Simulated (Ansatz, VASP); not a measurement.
**Al in VASP and in Ansatz**

POSCAR

```
Al
1.0
   -1.4987064611      1.6900306901      1.5943685756
    1.4987064611     -1.6900306901      1.5943685756
    1.4987064611      1.6900306901     -1.5943685756
Al
1
Direct
    0.0000000000      0.0000000000      0.0000000000
```

Contents of INCAR.step1:

```
PREC = Accurate
ENCUT = 520
ISMEAR = 0
SIGMA = 0.15
LREAL = False
LASPH = True
NELM = 80
NBANDS = 8
GGA = PE
ALGO = Normal
EDIFF = 1E-4
LWAVE = True
LCHARG = False
```

INCAR.step2

```
PREC = Accurate
ENCUT = 520
EDIFF = 1E-6
ISMEAR = 0
SIGMA = 0.15
LREAL = False
LASPH = True
NELM = 80
ALGO = Normal
ISIF = 2
LWAVE = False
LCHARG = False
METAGGA = R2SCAN
LMIXTAU = True
NBANDS = 8
ISTART = 1
```

Contents of KPOINTS:

```
Automatic mesh
0
Gamma
  26 26 26
```

Input for Ansatz:

```yaml
crystal:
  lattice:
    - [-1.4987064611, 1.6900306901, 1.5943685756]
    - [1.4987064611, -1.6900306901, 1.5943685756]
    - [1.4987064611, 1.6900306901, -1.5943685756]
  atoms:
    - { symbol: Al, position: [0.0, 0.0, 0.0] }
basis:
  ecutwfc: 500
kpoints:
  mp_grid: { grid: [26, 26, 26] }
hamiltonian:
  xc: r2scan
scf:
  occupations: { method: gaussian, width: 0.15 }
output:
  forces: true
  stress: true
  eigenvalues: true
```

Change from the starting cell: strain -0.0600 x Voigt [1, -1, 0, 0, 0, 0], atoms carried along.

Alike in both runs: task single point; functional r2SCAN; k mesh 26 × 26 × 26; occupations gaussian, width 0.15 eV; no spin polarisation.

|  | VASP | Ansatz |
| --- | --- | --- |
| version | VASP 6.6.1 | Ansatz 0.2.0 |
| potentials or method | VASP PAW PBE potentials, release 64 (Al), cutoff 520 eV | scalar-relativistic, plane waves, PAW |
| valence electrons in the cell | 3 | 3 |

Ansatz gave:

| Item | Value |
| --- | --- |
| gap on the k mesh at the Fermi level (eV) | none |
| pressure (GPa) | 0.3 |
| traceless stress, the component that is largest in VASP (GPa) | 2.30 |

Problem. Estimate VASP's values.

Solution. gap on the k mesh at the Fermi level (eV): none; pressure (GPa): 0.0; traceless stress, the component that is largest in VASP (GPa): 2.31.

VASP's potentials were made for PBE, not for r2SCAN. A gap of «none» marks a metal or a gap that the smearing closes. With one functional, cell and mesh, what is left measures potentials, basis and numerics.
